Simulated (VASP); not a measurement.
SnO, 4 atoms in the cell. The structure is hexagonal, space group P6_3mc (No. 186). The conventional cell has a = 3.260 Å, b = 3.260 Å, c = 8.134 Å, α = 90.00°, β = 90.00°, γ = 120.00°. Within 3.0 Å of Sn (site symmetry 3m) lie 4 O at 2.17 to 2.99 Å. O (site symmetry 3m) has 4 Sn at 2.17 to 2.99 Å within 3.0 Å. 

```yaml
Program: VASP 6.6.1
Task: single point
Functional: LDA
Potentials_or_basis: VASP PAW LDA potentials, release 64 (Sn_d, O_h)
Cutoff: 1340 eV
k_mesh: 12 × 12 × 4
Occupations: fermi-dirac, width 0.02 eV
Spin: no spin polarisation
Dipole_correction: no
Further_INCAR_settings: ALGO = Normal; EDIFF = 1e-06; NBANDS = 28
```

Potentials or basis: VASP PAW LDA potentials, release 64 (Sn_d, O_h).

The run is started by

```bash
$ cat potpaw_LDA.64/Sn_d/POTCAR potpaw_LDA.64/O_h/POTCAR > POTCAR
$ mpirun -np 1 vasp_std > vasp.out
```

Hardware: 1 thread of Intel(R) Xeon(R) Platinum 8259CL CPU @ 2.50GHz (Skylake/Cascade Lake), on a shared host.

Estimate the wall time of this run.

It took 6.1 min on 1 thread of Intel(R) Xeon(R) Platinum 8259CL CPU @ 2.50GHz (Skylake/Cascade Lake), with other jobs on the host, peak memory 0.59 GiB. Counts: scf iterations 14, k points 57.
